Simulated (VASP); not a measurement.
Input of a VASP 6.6.1 run:

File INCAR:

```
SYSTEM = Te2Mo
PREC     = Accurate       ! precision mode
ENCUT    = 520            ! plane-wave cutoff, eV
EDIFF    = 1E-6           ! SCF threshold, eV
ISMEAR   = 0              ! smearing method
SIGMA    = 0.05           ! smearing width, eV
LREAL    = .False.        ! projectors in reciprocal space
LASPH    = .True.         ! aspherical terms in the spheres
NELM     = 100            ! most SCF steps
ALGO     = Normal         ! electronic algorithm
ISIF     = 2              ! what is computed and relaxed
LWAVE    = .False.        ! write WAVECAR
LCHARG   = .False.        ! write CHGCAR
GGA      = PE             ! functional
NBANDS   = 35             ! bands
```

File KPOINTS:

```
regular mesh
0
Gamma
  12 12 2
  0 0 0
```

File POSCAR:

```
Te2Mo
1.0
    3.5570664331      0.0000000000      0.0000000000
   -1.7785332165      3.0805098940      0.0000000000
    0.0000000000      0.0000000000     15.2047186580
Te Mo
4 2
Direct
    0.3333333333      0.6666666667      0.6508250721
    0.6666666667      0.3333333333      0.1310943552
    0.3333333333      0.6666666667      0.8689056448
    0.6666666667      0.3333333333      0.3689056448
    0.3333333333      0.6666666667      0.2500000000
    0.6666666667      0.3333333333      0.7500000000
```

Potentials or basis: VASP PAW PBE potentials, release 64 (Te, Mo_sv).

Launch:

```console
$ cat potpaw_PBE.64/Te/POTCAR potpaw_PBE.64/Mo_sv/POTCAR > POTCAR
$ mpirun -np 1 vasp_std > vasp.out
```

(1) Estimate the largest force.

(2) Estimate the pressure.

(3) Predict the band gap on the k mesh.

Results:

(1) 4.924 eV/Å.

(2) 5.3 GPa.

(3) 0.19 eV, indirect (least direct gap 0.43 eV).

Caveat: the cell differs from its parent crystal (atom 1 (Te) moved by (+0.000, +0.300) A along y and z); spin-orbit coupling is left out, which moves the levels of the heavy elements; this functional lacks dispersion, which binds the layers, so the pressure and a relaxed spacing across them are unreliable; forces of over 1 eV/Å act on the atoms, so gaps and moduli don't describe the material at rest.
